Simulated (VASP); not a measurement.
Here is a VASP 6.6.1 calculation.

Contents of INCAR:

```
ALGO     = Normal         # electronic algorithm
DIPOL    = 0.5 0.5 0.301
EDIFF    = 1E-6           # SCF threshold, eV
ENCUT    = 520            # plane-wave cutoff, eV
GGA      = PE             # functional
IDIPOL   = 3            
ISIF     = 2              # what is computed and relaxed
ISMEAR   = 0              # smearing method
LASPH    = T              # aspherical terms in the spheres
LCHARG   = F              # write CHGCAR
LDIPOL   = T            
LREAL    = F              # projectors in reciprocal space
LWAVE    = F              # write WAVECAR
NBANDS   = 18             # bands
NELM     = 100            # most SCF steps
PREC     = Accurate       # precision mode
SIGMA    = 0.1            # smearing width, eV
```

The input KPOINTS:

```
k-points
0
Gamma
  12 12 1
```

POSCAR

```
PtSe2
1.0
    3.6454313512      0.0000000035      0.0000000000
   -1.8227156786      3.1570361561      0.0000000000
    0.0000000000      0.0000000000     29.8754795200
Pt Se
1 2
Direct
    0.6666666667      0.3333333333      0.3012503948
    0.3333333333      0.6666666667      0.3502910952
    0.3333333333      0.6666666667      0.2522096944
```

Potentials or basis: VASP PAW PBE potentials, release 64 (Pt, Se).

The run is started by

```sh
$ cat potpaw_PBE.64/Pt/POTCAR potpaw_PBE.64/Se/POTCAR > POTCAR
$ mpirun -np 1 vasp_std > vasp.out
```

Question: What does it give for the band gap on the k mesh?

Answer: Zero (band 11 reaches -2.17 eV, above the bottom of band 12 at -2.95 eV).

Forces in eV/Å, atoms in the order of the input:
```
Pt   0.000  0.000  0.000
Se   0.000  0.000 -0.003
Se   0.000  0.000  0.003
```

Caveat: spin-orbit coupling is left out, which moves the levels of the heavy elements.
